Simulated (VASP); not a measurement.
# HPt6 in VASP: notebook

Runs on HPt6. Level: PBE. Tasks: single point.

Everything below comes from runs of VASP 6.6.1. Logs are shortened: lines on timing, memory, paths and dates and some standing lists are left out, and cuts for length are marked.

### 1 The cell of the first run

The cell holds a slab with vacuum, 14 atoms: a = 5.615 Å, b = 5.615 Å, c = 22.620 Å, α = 90.00°, β = 90.00°, γ = 120.00°.

### 2 Single point, PBE

INCAR reads:

```
SYSTEM = HPt6
PREC = Accurate
ENCUT = 520
EDIFF = 1E-6
ISMEAR = 0
SIGMA = 0.1
LREAL = .False.
LASPH = .True.
NELM = 100
ALGO = Normal
ISIF = 2
LWAVE = .False.
LCHARG = .False.
LDIPOL = .True.
IDIPOL = 3
DIPOL = 0.5 0.5 0.302
GGA = PE
NBANDS = 74
```

KPOINTS reads:

```
Automatic mesh
0
Gamma
  6 6 1
  0 0 0
```

POSCAR reads:

```
HPt6
1.0
    5.6145835605      0.0000000000      0.0000000000
   -2.8072917802      4.8623719950      0.0000000000
    0.0000000000      0.0000000000     22.6197373747
Pt H
12 2
Direct
    0.3333333333      0.1666666667      0.1768367127
    0.3333333333      0.6666666667      0.1768367127
    0.8333333333      0.1666666667      0.1768367127
    0.8333333333      0.6666666667      0.1768367127
    0.1666666667      0.3333333333      0.2789580515
    0.1666666667      0.8333333333      0.2789580515
    0.6666666667      0.3333333333      0.2789580515
    0.6666666667      0.8333333333      0.2789580515
    0.0000000000      0.0000000000      0.3810715055
    0.0000000000      0.5000000000      0.3810715055
    0.5000000000      0.0000000000      0.3810715055
    0.5000000000      0.5000000000      0.3810715055
    0.2165800971      0.4331601942      0.4434064467
    0.2834199029      0.5668398058      0.4434064467
```

Potentials or basis: VASP PAW PBE potentials, release 64 (Pt, H).

Run with:

```bash
> cat potpaw_PBE.64/Pt/POTCAR potpaw_PBE.64/H/POTCAR > POTCAR
> mpirun -np 1 vasp_std > vasp.out
```

OUTCAR:

```text
SYSTEM = HPt6
   PREC = Accurate
   ENCUT = 520
   EDIFF = 1E-6
   ISMEAR = 0
   LREAL = .False.
   LASPH = .True.
   NELM = 100
   ISIF = 2
   GGA = PE

 ion  position               nearest neighbor table
   1  0.333  0.167  0.177-   2 2.81   2 2.81   4 2.81   4 2.81   3 2.81   3 2.81   5 2.82   6 2.82
                             7 2.82
   2  0.333  0.667  0.177-   1 2.81   1 2.81   3 2.81   3 2.81   4 2.81   4 2.81   6 2.82   5 2.82
                             8 2.82
   3  0.833  0.167  0.177-   4 2.81   4 2.81   2 2.81   2 2.81   1 2.81   1 2.81   7 2.82   8 2.82
                             5 2.82
   4  0.833  0.667  0.177-   3 2.81   3 2.81   1 2.81   1 2.81   2 2.81   2 2.81   8 2.82   7 2.82
                             6 2.82
   5  0.167  0.333  0.279-   6 2.81   6 2.81   8 2.81   8 2.81   7 2.81   7 2.81   9 2.82  12 2.82
                            10 2.82   1 2.82   2 2.82   3 2.82
   6  0.167  0.833  0.279-   5 2.81   5 2.81   7 2.81   7 2.81   8 2.81   8 2.81  10 2.82  11 2.82
                             9 2.82   2 2.82   1 2.82   4 2.82
   7  0.667  0.333  0.279-   8 2.81   8 2.81   6 2.81   6 2.81   5 2.81   5 2.81  11 2.82  10 2.82
                            12 2.82   3 2.82   4 2.82   1 2.82
   8  0.667  0.833  0.279-   7 2.81   7 2.81   5 2.81   5 2.81   6 2.81   6 2.81  12 2.82   9 2.82
                            11 2.82   4 2.82   3 2.82   2 2.82
   9  0.000  0.000  0.381-  10 2.81  10 2.81  12 2.81  12 2.81  11 2.81  11 2.81   5 2.82   8 2.82
                             6 2.82
  10  0.000  0.500  0.381-  13 2.02  14 2.02   9 2.81   9 2.81  11 2.81  11 2.81  12 2.81  12 2.81
                             6 2.82   7 2.82   5 2.82
  11  0.500  0.000  0.381-  12 2.81  12 2.81  10 2.81  10 2.81   9 2.81   9 2.81   7 2.82   6 2.82
                             8 2.82
  12  0.500  0.500  0.381-  14 2.02  13 2.02  11 2.81  11 2.81   9 2.81   9 2.81  10 2.81  10 2.81
                             8 2.82   5 2.82   7 2.82
  13  0.217  0.433  0.443-  14 0.65  10 2.02  12 2.02
  14  0.283  0.567  0.443-  13 0.65  12 2.02  10 2.02

  LATTYP: Found a hexagonal cell.
 ALAT       =     5.6145835605
 C/A-ratio  =     4.0287471245

  Lattice vectors:

 A1 = (   5.6145835605,   0.0000000000,   0.0000000000)
 A2 = (  -2.8072917802,   4.8623719950,   0.0000000000)
 A3 = (   0.0000000000,   0.0000000000,  22.6197373747)

Analysis of symmetry for initial positions (statically):
=====================================================================
 Subroutine PRICEL returns:
 Original cell was already a primitive cell.

 Routine SETGRP: Setting up the symmetry group for a
 hexagonal supercell.

 Subroutine GETGRP returns: Found  2 space group operations
[... 154 lines left out ...]
   GGA     = PE    functional components
   LHFCALC =     F    Hartree Fock is set to
   AEXX    =    0.0000 exact exchange contribution
   IVDW    =     0    specifies the selected vdW correction
   LEPSILON=     F    determine dielectric tensor
   LRPA    =     F    only Hartree local field effects (RPA)
 non-spin polarized calculation
 Gauss-broadening in eV      SIGMA  =   0.10
  energy-cutoff  :      520.00
  volume of cell :      617.52
 maximum number of plane-waves:     16729
 NGX is ok and might be reduce to    42
   NGX = 21   NGY = 21   NGZ = 85

 dipolmoment           0.000000      0.000000      0.314172 electrons x Angstroem

 number of electron     121.9999983 magnetization

 dipolmoment           0.000000      0.000000     -0.111309 electrons x Angstroem

 Free energy of the ion-electron system (eV)
  ---------------------------------------------------
  ext. energy  EPLUGINS =         0.00000000
  ---------------------------------------------------
  free energy    TOTEN  =       -73.81134777 eV

  energy without entropy =      -73.66704565  energy(sigma->0) =      -73.73919671

 E-fermi :  -0.5280     XC(G=0):  -4.9201

 val. band max:       -0.5290762834   @ k =   0.0000   0.1667   0.0000
 cond. band min:      -0.5244428759   @ k =   0.3333   0.1667   0.0000
 fundamental gap:      0.0046334075
 Fermi energy:        -0.5280077752

 k-point     1 :       0.0000    0.0000    0.0000
  band No.  band energies     occupation
      1     -11.0492      2.00000
      2      -9.1739      2.00000
      3      -7.4607      2.00000
      4      -7.0818      2.00000
      5      -6.7230      2.00000
      6      -6.7138      2.00000
[... 977 lines left out ...]
     72       4.3313      0.00000
     73       4.5229      0.00000
 [bands above 73 left out]

------------------------ aborting loop because EDIFF is reached ----------------------------------------

 vacuum level on the upper side and lower side of the slab       (xc-potential included)        -0.494         0.225

  FORCE on cell =-STRESS in cart. coord.  units (eV):
  Direction    XX          YY          ZZ          XY          YZ          ZX
  --------------------------------------------------------------------------------------
  -------------------------------------------------------------------------------------
  Total      -16.3985274    -10.6632350      0.8706458     -0.0000000     -0.4669784     -0.0000000
  in kB      -42.5463337    -27.6659936      2.2589094     -0.0000000     -1.2115854     -0.0000000
  external PRESSURE =     -22.6511393 kB  Pullay stress =       0.0000000 kB

 VOLUME and BASIS-vectors are now :
 -----------------------------------------------------------------------------
  energy-cutoff  :      520.00
  volume of cell :      617.52
      direct lattice vectors                 reciprocal lattice vectors
     5.614583560  0.000000000  0.000000000     0.178107599  0.102830470  0.000000000
    -2.807291780  4.862371995  0.000000000     0.000000000  0.205660941  0.000000000
     0.000000000  0.000000000 22.619737375     0.000000000  0.000000000  0.044209178

 POSITION                                       TOTAL-FORCE (eV/Angst)
 -----------------------------------------------------------------------------------
      1.40365      0.81040      4.00000         0.049888      0.005540     -0.051843
     -0.00000      3.24158      4.00000         0.000000      0.019075      0.057864
      4.21094      0.81040      4.00000        -0.049888      0.005540     -0.051843
      2.80729      3.24158      4.00000        -0.000000     -0.008459      0.123711
      0.00000      1.62079      6.30996        -0.000000     -0.111522     -0.352970
     -1.40365      4.05198      6.30996        -0.000213      0.092811     -0.083938
      2.80729      1.62079      6.30996         0.000000      0.076345      0.292334
      1.40365      4.05198      6.30996         0.000213      0.092811     -0.083938
      0.00000      0.00000      8.61974        -0.000000     -0.377233     -0.218583
     -1.40365      2.43119      8.61974        -0.615979     -0.071962     -0.005868
      2.80729      0.00000      8.61974         0.000000      0.362818     -0.253093
      1.40365      2.43119      8.61974         0.615979     -0.071962     -0.005868
      0.00000      2.10619     10.02974        -0.000000     -7.702147      0.317121
      0.00000      2.75619     10.02974         0.000000      7.688346      0.316915
 -----------------------------------------------------------------------------------
    total drift:                               -0.000000      0.000069      0.000118

  FREE ENERGIE OF THE ION-ELECTRON SYSTEM (eV)
  ---------------------------------------------------
  free  energy   TOTEN  =       -73.8113477668 eV

  energy  without entropy=      -73.6670456510  energy(sigma->0) =      -73.73919671

 vacuum level on the upper side and lower side of the slab         4.409         5.142
```

stdout:

```text
POSCAR found type information on POSCAR PtH
 POSCAR found :  2 types and      14 ions
 scaLAPACK will be used
 LDA part: xc-table for (Slater+PW92), standard interpolation
 POSCAR, INCAR and KPOINTS ok, starting setup
 FFT: planning ... GRIDC
 FFT: planning ... GRID_SOFT
 FFT: planning ... GRID
 WAVECAR not read
 entering main loop
```

Run time: 30 min. Hardware: 1 thread of Intel Xeon Platinum 8375C at 2.90GHz (Ice Lake), shared host; peak memory 0.84 GiB.

Results:

- Free energy: -73.8113 eV
- Largest force: 7.709 eV/Å
- Band gap on the k mesh: zero (bands 61 and 62 overlap by 0.73 eV)

Forces in eV/Å, atoms in the order of the input:
```
Pt   0.050  0.006 -0.052
Pt   0.000  0.019  0.058
Pt  -0.050  0.006 -0.052
Pt   0.000 -0.008  0.124
Pt   0.000 -0.112 -0.353
Pt   0.000  0.093 -0.084
Pt   0.000  0.076  0.292
Pt   0.000  0.093 -0.084
Pt   0.000 -0.377 -0.219
Pt  -0.616 -0.072 -0.006
Pt   0.000  0.363 -0.253
Pt   0.616 -0.072 -0.006
H    0.000 -7.702  0.317
H    0.000  7.688  0.317
```

Caveat: spin-orbit coupling is left out, which moves the levels of the heavy elements.

### 3 Single point, PBE

INCAR reads:

```
ALGO = Normal ; DIPOL = 0.5 0.5 0.306
EDIFF = 1E-6 ; ENCUT = 520
GGA = PE ; IDIPOL = 3
ISIF = 2 ; ISMEAR = 0
LASPH = T ; LCHARG = T
LDIPOL = T ; LELF = T
LREAL = F ; LVACPOTAV = T
LVHAR = T ; LWAVE = F
NBANDS = 74 ; NELM = 100
PREC = Accurate ; SIGMA = 0.1
```

KPOINTS reads:

```
k-points
0
Gamma
  6 6 1
```

Edit POSCAR of step 2 so:

```diff
@@ -20,3 +20,3 @@
     0.5000000000      0.5000000000      0.3810715055
-    0.2165800971      0.4331601942      0.4434064467
-    0.2834199029      0.5668398058      0.4434064467
+    0.2114385736      0.4228771471      0.4717003207
+    0.2885614264      0.5771228529      0.4717003207
```

Potentials or basis: VASP PAW PBE potentials, release 64 (Pt, H).

Run with:

```bash
> cat potpaw_PBE.64/Pt/POTCAR potpaw_PBE.64/H/POTCAR > POTCAR
> mpirun -np 1 vasp_std > vasp.out
```

OUTCAR:

```text
EDIFF = 1E-6
   ENCUT = 520
   GGA = PE
   ISIF = 2
   ISMEAR = 0
   LASPH = T
   LREAL = F
   NELM = 100
   PREC = Accurate

 ion  position               nearest neighbor table
   1  0.333  0.167  0.177-   2 2.81   2 2.81   4 2.81   4 2.81   3 2.81   3 2.81   5 2.82   6 2.82
                             7 2.82
   2  0.333  0.667  0.177-   1 2.81   1 2.81   3 2.81   3 2.81   4 2.81   4 2.81   6 2.82   5 2.82
                             8 2.82
   3  0.833  0.167  0.177-   4 2.81   4 2.81   2 2.81   2 2.81   1 2.81   1 2.81   7 2.82   8 2.82
                             5 2.82
   4  0.833  0.667  0.177-   3 2.81   3 2.81   1 2.81   1 2.81   2 2.81   2 2.81   8 2.82   7 2.82
                             6 2.82
   5  0.167  0.333  0.279-   6 2.81   6 2.81   8 2.81   8 2.81   7 2.81   7 2.81   9 2.82  12 2.82
                            10 2.82   1 2.82   2 2.82   3 2.82
   6  0.167  0.833  0.279-   5 2.81   5 2.81   7 2.81   7 2.81   8 2.81   8 2.81  10 2.82  11 2.82
                             9 2.82   2 2.82   1 2.82   4 2.82
   7  0.667  0.333  0.279-   8 2.81   8 2.81   6 2.81   6 2.81   5 2.81   5 2.81  11 2.82  10 2.82
                            12 2.82   3 2.82   4 2.82   1 2.82
[... 1215 lines left out ...]
  -------------------------------------------------------------------------------------
  Total      -18.2465102    -17.5619911      0.4357232     -0.0000000     -0.1319559     -0.0000000
  in kB      -47.3409650    -45.5649654      1.1304933     -0.0000000     -0.3423625     -0.0000000
  external PRESSURE =     -30.5918124 kB  Pullay stress =       0.0000000 kB

 VOLUME and BASIS-vectors are now :
 -----------------------------------------------------------------------------
  energy-cutoff  :      520.00
  volume of cell :      617.52
      direct lattice vectors                 reciprocal lattice vectors
     5.614583560  0.000000000  0.000000000     0.178107599  0.102830470  0.000000000
    -2.807291780  4.862371995  0.000000000     0.000000000  0.205660941  0.000000000
     0.000000000  0.000000000 22.619737375     0.000000000  0.000000000  0.044209178

 POSITION                                       TOTAL-FORCE (eV/Angst)
 -----------------------------------------------------------------------------------
      1.40365      0.81040      4.00000        -0.007219     -0.007098      0.043036
     -0.00000      3.24158      4.00000        -0.000000     -0.002416      0.046327
      4.21094      0.81040      4.00000         0.007219     -0.007098      0.043036
      2.80729      3.24158      4.00000         0.000000      0.027601      0.047530
      0.00000      1.62079      6.30996        -0.000000     -0.038555     -0.127592
     -1.40365      4.05198      6.30996         0.013789      0.014237     -0.023304
      2.80729      1.62079      6.30996         0.000000      0.035930     -0.051874
      1.40365      4.05198      6.30996        -0.013789      0.014237     -0.023304
      0.00000      0.00000      8.61974        -0.000000     -0.113877     -0.121784
     -1.40365      2.43119      8.61974        -0.171806      0.017837     -0.091849
      2.80729      0.00000      8.61974         0.000000      0.051883     -0.103133
      1.40365      2.43119      8.61974         0.171806      0.017837     -0.091849
      0.00000      2.05619     10.66974        -0.000000     -0.719195      0.227878
     -0.00000      2.80619     10.66974         0.000000      0.708678      0.226884
 -----------------------------------------------------------------------------------
    total drift:                               -0.000000      0.000071      0.000040

  FREE ENERGIE OF THE ION-ELECTRON SYSTEM (eV)
  ---------------------------------------------------
  free  energy   TOTEN  =       -74.4950945469 eV

  energy  without entropy=      -74.3305060401  energy(sigma->0) =      -74.41280029

 vacuum level on the upper side and lower side of the slab         4.627         5.192
```

OSZICAR:

```text
N       E                     dE             d eps       ncg     rms          rms(c)
DAV:   1     0.829809599391E+03    0.82981E+03   -0.51652E+04  1924   0.138E+03
DAV:   2    -0.100384585987E+02   -0.83985E+03   -0.77924E+03  2360   0.270E+02
DAV:   3    -0.768580737923E+02   -0.66820E+02   -0.60904E+02  2328   0.699E+01
[... 27 lines left out ...]
DAV:  31    -0.744950845582E+02   -0.61734E-05   -0.43564E-07  1280   0.183E-03    0.101E-03
DAV:  32    -0.744950895340E+02   -0.49758E-05   -0.21170E-07  1220   0.105E-03    0.704E-04
DAV:  33    -0.744950924327E+02   -0.28987E-05   -0.17039E-07  1236   0.856E-04    0.252E-04
DAV:  34    -0.744950937946E+02   -0.13619E-05   -0.88923E-08  1218   0.571E-04    0.196E-04
DAV:  35    -0.744950945469E+02   -0.75233E-06   -0.57598E-08  1224   0.446E-04
   1 F= -.74495095E+02 E0= -.74412800E+02  d E =-.164589E+00
```

It took 55 min on 1 thread of Intel Xeon 8259CL, shared host; peak memory 0.86 GiB.

Results:

- Free energy: -74.4951 eV
- Largest force: 0.754 eV/Å
- Band gap on the k mesh: zero (bands 61 and 62 overlap by 0.76 eV)

Forces in eV/Å, atoms in the order of the input:
```
Pt  -0.007 -0.007  0.043
Pt   0.000 -0.002  0.046
Pt   0.007 -0.007  0.043
Pt   0.000  0.028  0.048
Pt   0.000 -0.039 -0.128
Pt   0.014  0.014 -0.023
Pt   0.000  0.036 -0.052
Pt  -0.014  0.014 -0.023
Pt   0.000 -0.114 -0.122
Pt  -0.172  0.018 -0.092
Pt   0.000  0.052 -0.103
Pt   0.172  0.018 -0.092
H    0.000 -0.719  0.228
H    0.000  0.709  0.227
```

Levels at points of the mesh, in eV from the Fermi level:
```csv
k point,band 57,band 58,band 59,band 60,band 61,band 62,band 63,band 64,band 65,band 66
"(0.00, 0.00, 0.00)",0.21,0.21,0.53,0.53,0.54,0.58,0.58,0.59,1.09,1.17
"(0.50, 0.00, 0.00)",-0.72,-0.63,-0.35,-0.14,-0.07,0.02,0.03,0.26,0.27,1.57
"(0.00, 0.50, 0.00)",-0.71,-0.62,-0.32,-0.18,-0.10,0.01,0.04,0.26,0.27,1.60
```

Caveat: spin-orbit coupling is left out, which moves the levels of the heavy elements.
